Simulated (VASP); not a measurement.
Set up this calculation in VASP 6.6.1, as the native input.

- Task: single point
- Functional: PBE
- Potentials or basis: VASP PAW PBE potentials, release 64 (Pb_d)
- Cutoff: 520 eV
- k mesh: 16 × 16 × 16
- Occupations: gaussian, width 0.15 eV
- Spin: no spin polarisation
- Dipole correction: no
- Further INCAR settings: ALGO = Normal; EDIFF = 1e-06; NBANDS = 13

The structure of Pb lies in POSCAR:

```
Pb
1.0
    0.0000000000      2.4698000000      2.4698000000
    2.4698000000      0.0000000000      2.4698000000
    2.4698000000      2.4698000000      0.0000000000
Pb
1
Direct
    0.0000000000      0.0000000000      0.0000000000
```

These files were run (other wordings do the same):

INCAR

```
PREC = Accurate
ENCUT = 520
EDIFF = 1E-6
ISMEAR = 0
SIGMA = 0.15
LREAL = False
LASPH = True
NELM = 60
ALGO = Normal
ISIF = 2
LWAVE = False
LCHARG = False
GGA = PE
NBANDS = 13
```

KPOINTS

```
Automatic mesh
0
Gamma
  16 16 16
```

Potentials or basis: VASP PAW PBE potentials, release 64 (Pb_d).

Launch:

```sh
$ cat potpaw_PBE.64/Pb_d/POTCAR > POTCAR
$ mpirun -np 1 vasp_std > vasp.out
```

Results of the run:

The pressure is 2.6 GPa. The band gap on the k mesh is zero (band 7 reaches 14.82 eV, above the bottom of band 8 at 5.65 eV).

Caveat: spin-orbit coupling is left out, which moves the levels of the heavy elements.

Run time: 45 s on 1 thread of AMD EPYC 9R45 (Zen 5), with other jobs on the host, peak memory 0.15 GiB.
